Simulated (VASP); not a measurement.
Write the native input for VASP 6.6.1 that does the following.

```
Task                   : single point
Functional             : PBE
Potentials or basis    : VASP PAW PBE potentials, release 64 (Zr_sv, O)
Cutoff                 : 520 eV
k mesh                 : 11 × 11 × 11
Occupations            : fermi-dirac, width 0.0612256 eV
Spin                   : no spin polarisation
Dipole correction      : no
Further INCAR settings : ALGO = Normal; EDIFF = 1e-06; NBANDS = 53
```

The structure of Zr2O3 lies in POSCAR:

```
Zr2O3
1.0
    5.0354040727      0.0000000000      0.0000000000
    0.0000000000      5.0354040727      0.0000000000
    0.0000000000      0.0000000000      5.0354040727
Zr O
4 6
Direct
    0.2500000000      0.2500000000      0.2500000000
    0.7500000000      0.7500000000      0.2500000000
    0.7500000000      0.2500000000      0.7500000000
    0.2500000000      0.7500000000      0.7500000000
    0.5000000000      0.0000000000      0.0000000000
    0.0000000000      0.5000000000      0.0000000000
    0.0000000000      0.0000000000      0.5000000000
    0.5000000000      0.5000000000      0.0000000000
    0.5000000000      0.0000000000      0.5000000000
    0.0000000000      0.5000000000      0.5000000000
```

These files were run (other wordings do the same):

INCAR

```
PREC = Accurate ; ENCUT = 520
EDIFF = 1E-6 ; ISMEAR = -1
SIGMA = 0.06122561905347299 ; LREAL = F
LASPH = T ; NELM = 80
ALGO = Normal ; ISIF = 2
LWAVE = F ; LCHARG = T
GGA = PE ; LELF = T
LVHAR = T ; NBANDS = 53
```

KPOINTS

```
Automatic mesh
0
Gamma
  11 11 11
```

Potentials or basis: VASP PAW PBE potentials, release 64 (Zr_sv, O).

Command:

```bash
$ cat potpaw_PBE.64/Zr_sv/POTCAR potpaw_PBE.64/O/POTCAR > POTCAR
$ mpirun -np 1 vasp_std > vasp.out
```

It gave:

```yaml
Pressure: 4.4 GPa
Band_gap_on_the_k_mesh: zero (bands 42 and 43 overlap by 0.42 eV)
```

Caveat: the cell stands under pressure.

Wall time 6.3 min on 1 thread of Oxide Virtual Turin-like Processor, with other jobs on the host, peak memory 0.38 GiB.
